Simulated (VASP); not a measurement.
Here is a VASP 6.6.1 calculation.

INCAR

```
SYSTEM = BeSe
PREC     = Accurate       ! precision mode
ENCUT    = 520            ! plane-wave cutoff, eV
EDIFF    = 1E-8           ! SCF threshold, eV
ISMEAR   = 0              ! smearing method
SIGMA    = 0.01           ! smearing width, eV
LREAL    = .FALSE.        ! projectors in reciprocal space
LASPH    = .TRUE.         ! aspherical terms in the spheres
NELM     = 120            ! most SCF steps
ALGO     = Normal         ! electronic algorithm
ISIF     = 2              ! what is computed and relaxed
LWAVE    = .FALSE.        ! write WAVECAR
LCHARG   = .FALSE.        ! write CHGCAR
GGA      = PE             ! functional
LEPSILON = .TRUE.         ! dielectric tensor by DFPT
GGA_COMPAT= .FALSE.
```

The input KPOINTS:

```
regular mesh
0
G
  8 8 8
  0 0 0
```

File POSCAR:

```
BeSe
1.0
    0.0000000000      2.5810353788      2.5810353788
    2.5810353788      0.0000000000      2.5810353788
    2.5810353788      2.5810353788      0.0000000000
Be Se
1 1
Direct
    0.0000000000      0.0000000000      0.0000000000
    0.2500000000      0.2500000000      0.2500000000
```

Potentials or basis: VASP PAW PBE potentials, release 64 (Be, Se).

The run is started by

```bash
$ cat potpaw_PBE.64/Be/POTCAR potpaw_PBE.64/Se/POTCAR > POTCAR
$ mpirun -np 1 vasp_std > vasp.out
```

**Question.** What does it give for the electronic dielectric tensor (diagonal)?

**Answer.** 6.07.

**Question.** Estimate the Born charges (mean of the diagonal).

**Answer.** Be +1.56; Se -1.56 e.

**Question.** What does it give for the band gap on the k mesh?

**Answer.** 2.64 eV, indirect (least direct gap 4.29 eV).

Born effective charge tensors (e):
atom 1, Be
```
1.56 0.00 0.00
0.00 1.56 0.00
0.00 0.00 1.56
```
atom 2, Se
```
-1.56  0.00  0.00
 0.00 -1.56  0.00
 0.00  0.00 -1.56
```

A k mesh can miss the band edges. PBE gaps usually lie below the measured ones, often by a third to a half.
